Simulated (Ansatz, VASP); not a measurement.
## One calculation of CoW3, two programs

The input INCAR:

```
PREC     = Accurate       # precision mode
ENCUT    = 520            # plane-wave cutoff, eV
EDIFF    = 1E-6           # SCF threshold, eV
ISMEAR   = 0              # smearing method
SIGMA    = 0.15           # smearing width, eV
LREAL    = F              # projectors in reciprocal space
LASPH    = T              # aspherical terms in the spheres
NELM     = 100            # most SCF steps
ALGO     = Fast           # electronic algorithm
ISIF     = 2              # what is computed and relaxed
LWAVE    = F              # write WAVECAR
LCHARG   = F              # write CHGCAR
GGA      = PS             # functional
NBANDS   = 34             # bands
```

The input KPOINTS:

```
regular mesh
0
Gamma
  12 12 12
```

POSCAR

```
CoW3
1.0
    3.8582449849      0.0000000000      0.0000000000
    0.0000000000      3.9161186597      0.0000000000
    0.0000000000      0.0000000000      3.8582449849
Co W
1 3
Direct
    0.0000000000      0.0000000000      0.0000000000
    0.0000000000      0.5000000000      0.5000000000
    0.5000000000      0.0000000000      0.5000000000
    0.5000000000      0.5000000000      0.0000000000
```

Input for Ansatz:

```yaml
crystal:
  lattice:
    - [3.8582449849, 0.0, 0.0]
    - [0.0, 3.9161186597, 0.0]
    - [0.0, 0.0, 3.8582449849]
  atoms:
    - { symbol: Co, position: [0.0, 0.0, 0.0] }
    - { symbol: W, position: [0.0, 0.5, 0.5] }
    - { symbol: W, position: [0.5, 0.0, 0.5] }
    - { symbol: W, position: [0.5, 0.5, 0.0] }
basis:
  ecutwfc: 420
kpoints:
  mp_grid: { grid: [12, 12, 12] }
hamiltonian:
  xc: pbesol
scf:
  occupations: { method: gaussian, width: 0.15 }
output:
  forces: true
  stress: true
  eigenvalues: true
  write_density: true
  write_potential: true
  elf: true
  volumetric_format: npy
```

Change from the starting cell: strain +0.0150 x Voigt [0, 1, 0, 0, 0, 0], atoms carried along.

Alike in both runs: task single point; functional PBEsol; k mesh 12 × 12 × 12; occupations gaussian, width 0.15 eV; no spin polarisation.

|  | VASP | Ansatz |
| --- | --- | --- |
| version | VASP 6.6.1 | Ansatz 0.2.0 |
| potentials or method | VASP PAW PBE potentials, release 64 (Co, W_sv), cutoff 520 eV | scalar-relativistic, plane waves, PAW |
| valence electrons in the cell | 51 | 59 |

```tsv
	VASP	Ansatz	Ansatz less VASP
gap on the k mesh at the Fermi level (eV)	none	none	-
pressure (GPa)	-3.7	-4.3	-0.56
traceless stress, the component that is largest in VASP (GPa)	-0.37	-0.40	-0.024
```

VASP's potentials were made for PBE, not for PBEsol. A gap of «none» marks a metal or a gap that the smearing closes. VASP's potentials hold 51 valence electrons a cell and Ansatz's 59, so a difference there can come from the potentials and not from the codes.

Neither program's run includes spin-orbit coupling.
